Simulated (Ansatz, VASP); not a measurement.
SrAl3 in VASP and in Ansatz

The input INCAR:

```
PREC = Accurate ; ENCUT = 520
EDIFF = 1E-7 ; ISMEAR = 0
SIGMA = 0.05 ; LREAL = False
LASPH = True ; NELM = 60
ALGO = Fast ; ISIF = 2
LWAVE = False ; LCHARG = False
GGA = CA ; NBANDS = 18
```

KPOINTS

```
Automatic mesh
0
Gamma
  8 8 8
```

The input POSCAR:

```
SrAl3
1.0
    4.4737020881      0.0000000000      0.0000000000
    0.0000000000      4.4737020881      0.0000000000
    0.0000000000      0.0000000000      4.4737020881
Sr Al
1 3
Direct
    0.0000000000      0.0000000000      0.0000000000
    0.0000000000      0.5000000000      0.5000000000
    0.5000000000      0.5000000000      0.0000000000
    0.5000000000      0.0000000000      0.5000000000
```

Input for Ansatz:

```yaml
crystal:
  lattice:
    - [4.4737020881, 0.0, 0.0]
    - [0.0, 4.4737020881, 0.0]
    - [0.0, 0.0, 4.4737020881]
  atoms:
    - { symbol: Sr, position: [0.0, 0.0, 0.0] }
    - { symbol: Al, position: [0.0, 0.5, 0.5] }
    - { symbol: Al, position: [0.5, 0.5, 0.0] }
    - { symbol: Al, position: [0.5, 0.0, 0.5] }
basis:
  ecutwfc: 420
  ecutrho_ratio: 4
kpoints:
  mp_grid: { grid: [8, 8, 8] }
hamiltonian:
  xc: lda
scf:
  occupations: { method: gaussian, width: 0.05 }
output:
  forces: true
  stress: true
  eigenvalues: true
  populations: true
```

Alike in both runs: task single point; functional LDA; k mesh 8 × 8 × 8; occupations gaussian, width 0.05 eV; no spin polarisation.

|  | VASP | Ansatz |
| --- | --- | --- |
| version | VASP 6.6.1 | Ansatz 0.2.0 |
| potentials or method | VASP PAW LDA potentials, release 64 (Sr_sv, Al), cutoff 520 eV | scalar-relativistic, plane waves, PAW |
| valence electrons in the cell | 19 | 19 |

Ansatz gave:

| Property | Result |
| --- | --- |
| gap on the k mesh at the Fermi level (eV) | none |
| pressure (GPa) | -3.1 |

Question: What did VASP give for the same quantities?

Answer: gap on the k mesh at the Fermi level (eV): none; pressure (GPa): -3.0.

LDA's correlation is that of Perdew and Zunger in VASP and of Perdew and Wang (1992) in Ansatz. A gap of «none» marks a metal or a gap that the smearing closes.
